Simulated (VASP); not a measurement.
Wanted: the native input for a VASP 6.6.1 run.

```
Task                   : single point
Functional             : PBE
Potentials or basis    : VASP PAW PBE potentials, release 64 (Li_sv, F)
Cutoff                 : 750 eV
k mesh                 : 4 × 4 × 4
Occupations            : gaussian, width 0.01 eV
Spin                   : no spin polarisation
Dipole correction      : no
Further INCAR settings : ALGO = Normal; EDIFF = 1e-06; NBANDS = 12
```

The structure of LiF lies in POSCAR:

```
LiF
1.0
    0.0000000000      2.0130000000      2.0130000000
    2.0130000000      0.0000000000      2.0130000000
    2.0130000000      2.0130000000      0.0000000000
Li F
1 1
Direct
    0.0000000000      0.0000000000      0.0000000000
    0.5000000000      0.5000000000      0.5000000000
```

The input as run:

INCAR

```
SYSTEM = LiF
PREC = Accurate
ENCUT = 750
EDIFF = 1E-6
ISMEAR = 0
SIGMA = 0.01
LREAL = .FALSE.
LASPH = .TRUE.
NELM = 120
ALGO = Normal
ISIF = 2
LWAVE = .FALSE.
LCHARG = .FALSE.
GGA = PE
NBANDS = 12
GGA_COMPAT = .FALSE.
```

KPOINTS

```
regular mesh
0
G
  4 4 4
  0 0 0
```

Potentials or basis: VASP PAW PBE potentials, release 64 (Li_sv, F).

The run is started by

```console
$ cat potpaw_PBE.64/Li_sv/POTCAR potpaw_PBE.64/F/POTCAR > POTCAR
$ mpirun -np 1 vasp_std > vasp.out
```

Results of the run:

```
Pressure               : 1.6 GPa
Band gap on the k mesh : 9.09 eV, direct
```

Caveat: the k points lie up to 0.68 Å⁻¹ apart.

Wall time 2.2 s on 1 thread of Intel(R) Xeon(R) 6975P-C (Granite Rapids), with other jobs on the host, peak memory 0.14 GiB.
